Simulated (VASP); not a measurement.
# InSe (R3m) in VASP: further runs, part 2 of 2

VASP 6.6.1. Earlier steps stand in the parts before.

## 4. Single point, PBEsol

This run uses another cell than the first one, of 28.51 Å³/atom, 1.083 times its volume.

Contents of INCAR:

```
SYSTEM = InSe
PREC     = Accurate       ! precision mode
ENCUT    = 520            ! plane-wave cutoff, eV
EDIFF    = 1E-7           ! SCF threshold, eV
ISMEAR   = 0              ! smearing method
SIGMA    = 0.01           ! smearing width, eV
LREAL    = .False.        ! projectors in reciprocal space
LASPH    = .True.         ! aspherical terms in the spheres
NELM     = 80             ! most SCF steps
ALGO     = Normal         ! electronic algorithm
ISIF     = 2              ! what is computed and relaxed
LWAVE    = .False.        ! write WAVECAR
LCHARG   = .False.        ! write CHGCAR
GGA      = PS             ! functional
NBANDS   = 27             ! bands
```

Contents of KPOINTS:

```
regular mesh
0
Gamma
  6 6 6
  0 0 0
```

Contents of POSCAR:

```
InSe
1.0
    1.9831924827      1.1449971715      8.3690722769
   -1.9831924827      1.1449971715      8.3690722769
    0.0000000000     -2.2899933513      8.3690722769
In Se
2 2
Direct
    0.0000000000      0.0000000000      0.0000000000
    0.1114000000      0.1114000000      0.1114000000
    0.6165000000      0.6165000000      0.6165000000
    0.8281000000      0.8281000000      0.8281000000
```

Potentials or basis: VASP PAW PBE potentials, release 64 (In_d, Se).

Run with:

```bash
$ cat potpaw_PBE.64/In_d/POTCAR potpaw_PBE.64/Se/POTCAR > POTCAR
$ mpirun -np 1 vasp_std > vasp.out
```

OUTCAR:

```text
SYSTEM = InSe
   PREC = Accurate
   ENCUT = 520
   EDIFF = 1E-7
   ISMEAR = 0
   LREAL = .False.
   LASPH = .True.
   NELM = 80
   ISIF = 2
   GGA = PS

 ion  position               nearest neighbor table
   1  0.000  0.000  0.000-   3 2.61   3 2.61   3 2.61   2 2.80
   2  0.111  0.111  0.111-   4 2.61   4 2.61   4 2.61   1 2.80
   3  0.617  0.617  0.617-   1 2.61   1 2.61   1 2.61
   4  0.828  0.828  0.828-   2 2.61   2 2.61   2 2.61

  LATTYP: Found a trigonal (rhomboedric) cell.
 ALAT       =     8.6767183729
 COS(alpha) =     0.8955162373

  Lattice vectors:

 A1 = (   1.9831924827,   1.1449971715,   8.3690722769)
 A2 = (  -1.9831924827,   1.1449971715,   8.3690722769)
 A3 = (   0.0000000000,  -2.2899933513,   8.3690722769)

Analysis of symmetry for initial positions (statically):
=====================================================================
 Subroutine PRICEL returns:
 Original cell was already a primitive cell.

 Routine SETGRP: Setting up the symmetry group for a
 trigonal (rhombohedral) supercell.

 Subroutine GETGRP returns: Found  6 space group operations
 (whereof  6 operations were pure point group operations)
 out of a pool of 12 trial point group operations.

The static configuration has the point symmetry C_3v.

Analysis of symmetry for dynamics (positions and initial velocities):
=====================================================================
 Subroutine PRICEL returns:
 Original cell was already a primitive cell.

 Routine SETGRP: Setting up the symmetry group for a
 trigonal (rhombohedral) supercell.

 Subroutine GETGRP returns: Found  6 space group operations
 (whereof  6 operations were pure point group operations)
 out of a pool of 12 trial point group operations.

The dynamic configuration has the point symmetry C_3v.

 Subroutine INISYM returns: Found  6 space group operations
 (whereof  6 operations are pure point group operations),
 and found     1 'primitive' translations

----------------------------------------------------------------------------------------

                                     Primitive cell

  volume of cell :     114.0244

  direct lattice vectors                    reciprocal lattice vectors
     1.983192483  1.144997172  8.369072277     0.252118745  0.145560809  0.039829180
    -1.983192483  1.144997172  8.369072277    -0.252118745  0.145560809  0.039829180
     0.000000000 -2.289993351  8.369072277     0.000000000 -0.291121618  0.039829197

  length of vectors
     8.676718373  8.676718373  8.676718292     0.293833583  0.293833583  0.293833561

  position of ions in fractional coordinates (direct lattice)
     0.000000000  0.000000000  0.000000000
     0.111400000  0.111400000  0.111400000
     0.616500000  0.616500000  0.616500000
     0.828100000  0.828100000  0.828100000

  ion indices of the primitive-cell ions
   primitive index   ion index
                 1           1
                 2           2
                 3           3
                 4           4

----------------------------------------------------------------------------------------

 KPOINTS: regular mesh

Automatic generation of k-mesh.
 Grid dimensions read from file:
 generate k-points for:    6    6    6

 Generating k-lattice:

  Cartesian coordinates                     Fractional coordinates (reciprocal lattice)
     0.042019791  0.024260135  0.006638197     0.166666667  0.000000000  0.000000000
    -0.042019791  0.024260135  0.006638197     0.000000000  0.166666667  0.000000000
     0.000000000 -0.048520270  0.006638200     0.000000000  0.000000000  0.166666667

  Length of vectors
     0.048972264  0.048972264  0.048972260

  Shift w.r.t. Gamma in fractional coordinates (k-lattice)
     0.000000000  0.000000000  0.000000000

 Subroutine IBZKPT returns following result:
 ===========================================

 Found     32 irreducible k-points:

 Following reciprocal coordinates:
            Coordinates               Weight
  0.000000  0.000000  0.000000      1.000000
  0.166667 -0.000000 -0.000000      6.000000
  0.333333 -0.000000 -0.000000      6.000000
  0.500000 -0.000000  0.000000      3.000000
  0.166667  0.166667 -0.000000      6.000000
  0.333333  0.166667 -0.000000     12.000000
[... 16 lines left out ...]
  0.500000  0.500000  0.166667      6.000000
 -0.333333  0.500000  0.166667     12.000000
 [... further k-points ...]
   k-points           NKPTS =     32   k-points in BZ     NKDIM =     32   number of bands    NBANDS=     27
   number of dos      NEDOS =    301   number of ions     NIONS =      4
   total plane-waves  NPLWV = 343000
   dimension x,y,z NGX =    70 NGY =   70 NGZ =   70
   dimension x,y,z NGXF=   140 NGYF=  140 NGZF=  140
   ions per type =               2   2
   NGX,Y,Z   is equivalent  to a cutoff of  13.41, 13.41, 13.41 a.u.
   NGXF,Y,Z  is equivalent  to a cutoff of  26.82, 26.82, 26.82 a.u.
 SYSTEM =  InSe
   PREC   = accura    normal or accurate (medium, high low for compatibility)
   ISTART =      0    job   : 0-new  1-cont  2-samecut
   ICHARG =      2    charge: 1-file 2-atom 10-const
   ISPIN  =      1    spin polarized calculation?
   LNONCOLLINEAR =      F non collinear calculations
   LSORBIT =      F    spin-orbit coupling
   LASPH  =      T    aspherical Exc in radial PAW
   ENCUT  =  520.0 eV  38.22 Ry    6.18 a.u.  16.13 16.13 16.13*2*pi/ulx,y,z
   NELM   =     80;   NELMIN=  2; NELMDL= -5     # of ELM steps
   EDIFF  = 0.1E-06   stopping-criterion for ELM
   LREAL  =      F    real-space projection
   EDIFFG = 0.1E-05   stopping-criterion for IOM
   NSW    =      0    number of steps for IOM
   IBRION =     -1    ionic relax: 0-MD 1-quasi-New 2-CG
   NFREE  =      0    steps in history (QN), initial steepest desc. (CG)
   ISIF   =      2    stress and relaxation
   ISYM   =      2    0-nonsym 1-usesym 2-fastsym
   POTIM  = 0.5000    time-step for ionic-motion
   TEBEG  =    0.0;   TEEND  =   0.0 temperature during run
   PSTRESS=    0.0 pullay stress
   NELECT =      38.0000    total number of electrons
   NUPDOWN=      -1.0000    fix difference up-down
   EMIN   =  10.00;   EMAX   =-10.00  energy-range for DOS
   EFERMI =   0.00;   METHOD = LEGACY
   ISMEAR =     0;   SIGMA  =   0.01  broadening in eV -4-tet -1-fermi 0-gaus
   EFERMI_NEDOS =   21; number of points for ismear=-14 and -15
   IALGO  =     38    algorithm
   IMIX   =      4    mixing-type and parameters
     AMIX     =   0.40;   BMIX     =  1.00
     AMIX_MAG =   1.60;   BMIX_MAG =  1.00
  volume/ion in A,a.u.               =      28.51       192.37
  Fermi-wavevector in a.u.,A,eV,Ry     =   1.135020  2.144876 17.527978  1.288270
  Thomas-Fermi vector in A             =   2.271724
   LORBIT       =      0    0 simple, 1 ext, 2 COOP (PROOUT), +10 PAW based schemes
   GGA     = PS    functional components
   LHFCALC =     F    Hartree Fock is set to
   AEXX    =    0.0000 exact exchange contribution
   IVDW    =     0    specifies the selected vdW correction
   LEPSILON=     F    determine dielectric tensor
   LRPA    =     F    only Hartree local field effects (RPA)
 non-spin polarized calculation
 Gauss-broadening in eV      SIGMA  =   0.01
  energy-cutoff  :      520.00
  volume of cell :      114.02
 maximum number of plane-waves:      3115
 NGX is ok and might be reduce to    70
   NGX = 33   NGY = 33   NGZ = 33

 number of electron      38.0000001 magnetization

 Free energy of the ion-electron system (eV)
  ---------------------------------------------------
  ext. energy  EPLUGINS =         0.00000000
  ---------------------------------------------------
  free energy    TOTEN  =       -15.56786086 eV

  energy without entropy =      -15.56786086  energy(sigma->0) =      -15.56786086

 E-fermi :   4.3437     XC(G=0):  -9.2109

 val. band max:        4.2366683912   @ k =   0.5000   0.5000   0.5000
 cond. band min:       4.6323307025   @ k =   0.5000   0.5000   0.5000
 fundamental gap:      0.3956623114
 Fermi energy:         4.3437220628

 k-point     1 :       0.0000    0.0000    0.0000
  band No.  band energies     occupation
      1     -10.5529      2.00000
      2     -10.3664      2.00000
      3     -10.3664      2.00000
      4     -10.2877      2.00000
      5     -10.2877      2.00000
      6     -10.2608      2.00000
[... 19 lines left out ...]
     26       9.6916      0.00000
     27      11.7416      0.00000
[... 661 lines left out ...]
 k-point    24 :      -0.3333    0.5000    0.1667
  band No.  band energies     occupation
      1     -10.7346      2.00000
      2     -10.6538      2.00000
      3     -10.4716      2.00000
      4     -10.3708      2.00000
      5     -10.2783      2.00000
      6     -10.2173      2.00000
[... 19 lines left out ...]
     26      11.3707      0.00000
     27      11.7770      0.00000

 [... further k-points ...]
[... 5 lines left out ...]
  --------------------------------------------------------------------------------------
  -------------------------------------------------------------------------------------
  Total        1.4557601      1.4557605      0.5817704      0.0000000      0.0000000      0.0000000
  in kB       20.4551505     20.4551550      8.1745618      0.0000000      0.0000003      0.0000000
  external PRESSURE =      16.3616224 kB  Pullay stress =       0.0000000 kB

 VOLUME and BASIS-vectors are now :
 -----------------------------------------------------------------------------
  energy-cutoff  :      520.00
  volume of cell :      114.02
      direct lattice vectors                 reciprocal lattice vectors
     1.983192483  1.144997172  8.369072277     0.252118745  0.145560809  0.039829180
    -1.983192483  1.144997172  8.369072277    -0.252118745  0.145560809  0.039829180
     0.000000000 -2.289993351  8.369072277     0.000000000 -0.291121618  0.039829197

 POSITION                                       TOTAL-FORCE (eV/Angst)
 -----------------------------------------------------------------------------------
      0.00000      0.00000      0.00000         0.000000      0.000000      0.408260
      0.00000      0.00000      2.79694         0.000000     -0.000000     -0.425523
      0.00000      0.00000     15.47860         0.000000     -0.000000     -0.288856
      0.00000      0.00000     20.79129         0.000000      0.000000      0.306119
 -----------------------------------------------------------------------------------
    total drift:                               -0.000000     -0.000005     -0.000488

  FREE ENERGIE OF THE ION-ELECTRON SYSTEM (eV)
  ---------------------------------------------------
  free  energy   TOTEN  =       -15.5678608609 eV

  energy  without entropy=      -15.5678608609  energy(sigma->0) =      -15.56786086
```

Run time: 4.1 min. Hardware: 1 thread of Intel Xeon 6975P-C (Granite Rapids), shared host; peak memory 0.65 GiB.

Results:

| Property | Result |
| --- | --- |
| Free energy | -15.5679 eV |
| Pressure | 1.6 GPa |
| Largest force | 0.426 eV/Å |
| Band gap on the k mesh | 0.40 eV, direct |

Forces on the atoms (eV/Å):
```
In   0.000  0.000  0.408
In   0.000  0.000 -0.426
Se   0.000  0.000 -0.289
Se   0.000  0.000  0.306
```

Stress tensor (GPa, compression positive):
```
2.05 0.00 0.00
0.00 2.05 0.00
0.00 0.00 0.82
```

Caveat: the PAW data sets were made with another functional, which shifts forces and pressure a little; spin-orbit coupling is left out, which moves the levels of the heavy elements.

## 5. Single point, PBEsol

This run uses another cell than the first one, of 31.43 Å³/atom, 1.194 times its volume.

Contents of INCAR:

```
PREC = Accurate
ENCUT = 520
EDIFF = 1E-6
ISMEAR = 0
SIGMA = 0.01
LREAL = False
LASPH = True
NELM = 80
ALGO = Normal
ISIF = 2
LWAVE = False
LCHARG = False
GGA = PS
NBANDS = 27
```

Contents of KPOINTS:

```
Automatic mesh
0
Gamma
  6 6 6
```

Contents of POSCAR:

```
InSe
1.0
    2.0487996145      1.1828754818      8.6459343733
   -2.0487996145      1.1828754818      8.6459343733
    0.0000000000     -2.3657499393      8.6459343733
In Se
2 2
Direct
    0.0000000000      0.0000000000      0.0000000000
    0.1114000000      0.1114000000      0.1114000000
    0.6165000000      0.6165000000      0.6165000000
    0.8281000000      0.8281000000      0.8281000000
```

Potentials or basis: VASP PAW PBE potentials, release 64 (In_d, Se).

Run with:

```bash
$ cat potpaw_PBE.64/In_d/POTCAR potpaw_PBE.64/Se/POTCAR > POTCAR
$ mpirun -np 1 vasp_std > vasp.out
```

OUTCAR:

```text
PREC = Accurate
   ENCUT = 520
   EDIFF = 1E-6
   ISMEAR = 0
   LREAL = False
   LASPH = True
   NELM = 80
   ISIF = 2
   GGA = PS

 ion  position               nearest neighbor table
   1  0.000  0.000  0.000-   3 2.70   3 2.70   3 2.70   2 2.89
   2  0.111  0.111  0.111-   4 2.70   4 2.70   4 2.70   1 2.89
   3  0.617  0.617  0.617-   1 2.70   1 2.70   1 2.70
   4  0.828  0.828  0.828-   2 2.70   2 2.70   2 2.70

  LATTYP: Found a trigonal (rhomboedric) cell.
 ALAT       =     8.9637578868
 COS(alpha) =     0.8955162373

[... 909 lines left out ...]
     26      10.1837      0.00000
     27      10.5543      0.00000

 [... further k-points ...]
[... 5 lines left out ...]
  --------------------------------------------------------------------------------------
  -------------------------------------------------------------------------------------
  Total       -2.1059471     -2.1059476     -2.6043925      0.0000000     -0.0000001      0.0000000
  in kB      -26.8383907    -26.8383966    -33.1906262      0.0000000     -0.0000013      0.0000000
  external PRESSURE =     -28.9558045 kB  Pullay stress =       0.0000000 kB

 VOLUME and BASIS-vectors are now :
 -----------------------------------------------------------------------------
  energy-cutoff  :      520.00
  volume of cell :      125.72
      direct lattice vectors                 reciprocal lattice vectors
     2.048799615  1.182875482  8.645934373     0.244045341  0.140899628  0.038553761
    -2.048799615  1.182875482  8.645934373    -0.244045341  0.140899628  0.038553761
     0.000000000 -2.365749939  8.645934373     0.000000000 -0.281799255  0.038553777

 POSITION                                       TOTAL-FORCE (eV/Angst)
 -----------------------------------------------------------------------------------
      0.00000      0.00000      0.00000         0.000000      0.000000      0.020477
      0.00000      0.00000      2.88947         0.000000     -0.000000     -0.039231
      0.00000      0.00000     15.99066         0.000000      0.000000      0.410492
      0.00000      0.00000     21.47909         0.000000     -0.000000     -0.391738
 -----------------------------------------------------------------------------------
    total drift:                               -0.000000     -0.000005      0.000049

  FREE ENERGIE OF THE ION-ELECTRON SYSTEM (eV)
  ---------------------------------------------------
  free  energy   TOTEN  =       -15.5090029736 eV

  energy  without entropy=      -15.5090029736  energy(sigma->0) =      -15.50900297
```

OSZICAR:

```text
N       E                     dE             d eps       ncg     rms          rms(c)
DAV:   1     0.331234199125E+03    0.33123E+03   -0.17093E+04  1728   0.150E+03
DAV:   2     0.235239530119E+02   -0.30771E+03   -0.29890E+03  1744   0.373E+02
DAV:   3    -0.142180626634E+02   -0.37742E+02   -0.36970E+02  2191   0.141E+02
DAV:   4    -0.159085720949E+02   -0.16905E+01   -0.16849E+01  2010   0.314E+01
DAV:   5    -0.159817706780E+02   -0.73199E-01   -0.73181E-01  2671   0.628E+00    0.580E+00
DAV:   6    -0.155341803761E+02    0.44759E+00   -0.90517E-01  2427   0.157E+01    0.354E+00
DAV:   7    -0.155126649063E+02    0.21515E-01   -0.29865E-01  2306   0.369E+00    0.117E+00
DAV:   8    -0.155088328697E+02    0.38320E-02   -0.24044E-02  2571   0.159E+00    0.479E-01
DAV:   9    -0.155089131398E+02   -0.80270E-04   -0.50293E-03  2257   0.596E-01    0.144E-01
DAV:  10    -0.155089302568E+02   -0.17117E-04   -0.36615E-04  2284   0.168E-01    0.685E-02
DAV:  11    -0.155090023781E+02   -0.72121E-04   -0.13570E-04  2260   0.975E-02    0.218E-02
DAV:  12    -0.155089997614E+02    0.26167E-05   -0.15570E-05  2582   0.412E-02    0.132E-02
DAV:  13    -0.155090022585E+02   -0.24971E-05   -0.41722E-06  1652   0.112E-02    0.616E-03
DAV:  14    -0.155090029736E+02   -0.71502E-06   -0.17413E-06  1554   0.166E-02
   1 F= -.15509003E+02 E0= -.15509003E+02  d E =-.273220E-25
```

Run time: 3.4 min. Hardware: 1 thread of Intel Xeon 6975P-C (Granite Rapids), shared host; peak memory 0.68 GiB.

What came out:

* Free energy: -15.5090 eV
* Pressure: -2.9 GPa
* Largest force: 0.410 eV/Å
* Band gap on the k mesh: 0.17 eV, direct

Forces on the atoms (eV/Å):
```
In   0.000  0.000  0.020
In   0.000  0.000 -0.039
Se   0.000  0.000  0.410
Se   0.000  0.000 -0.392
```

Stress tensor (GPa, compression positive):
```
-2.68  0.00  0.00
 0.00 -2.68  0.00
 0.00  0.00 -3.32
```

Caveat: the PAW data sets were made with another functional, which shifts forces and pressure a little; spin-orbit coupling is left out, which moves the levels of the heavy elements.

## 6. Summary

| cell | gap on the mesh (eV) | pressure (GPa) | largest force (eV/Å) |
| --- | --- | --- | --- |
| a = 8.448 Å, angles 26.4°, 4 atoms | 0.63 | 7.2 | 1.04 |
| a = 8.602 Å, angles 26.4°, 4 atoms | 0.47 | 3.2 | 0.54 |
| a = 8.677 Å, angles 26.4°, 4 atoms | 0.40 | 1.6 | 0.43 |
| a = 8.964 Å, angles 26.4°, 4 atoms | 0.17 | -2.9 | 0.41 |

Alike in all rows: task single point; level PBEsol; potentials or basis VASP PAW PBE potentials, release 64 (In_d, Se); no spin polarisation; k mesh 6 × 6 × 6; cutoff (eV) 520; smearing gaussian 0.01 eV.

Caveats: the PAW data sets were made with another functional, which shifts forces and pressure a little; spin-orbit coupling is left out, which moves the levels of the heavy elements.

Absolute energies hang on the potentials; compare differences alone.

## 7. Against experiment

Step 4. A measured gap of InSe is 1.25 eV (300 K; “The Interaction of Hydrogen with the van der Waals Crystal γ-InSe”, 2020, pmc:7321205); the calculated 0.40 eV misses it by -0.85 eV. Spin-orbit coupling on In, Se is left out. The value is that of PBEsol on a finite k mesh, which can miss the band edges, without temperature or zero-point motion. Semilocal functionals fall short of measured gaps as a rule.

Step 5. Against the measured gap of InSe, 1.25 eV (300 K; “The Interaction of Hydrogen with the van der Waals Crystal γ-InSe”, 2020, pmc:7321205), the calculated 0.17 eV is off by -1.08 eV. So large a miss can be the level of theory's own, or it may mean another phase, state or a wrong row. Spin-orbit coupling on In, Se is left out. The value is that of PBEsol on a finite k mesh, which can miss the band edges, without temperature or zero-point motion. Semilocal functionals fall short of measured gaps as a rule.
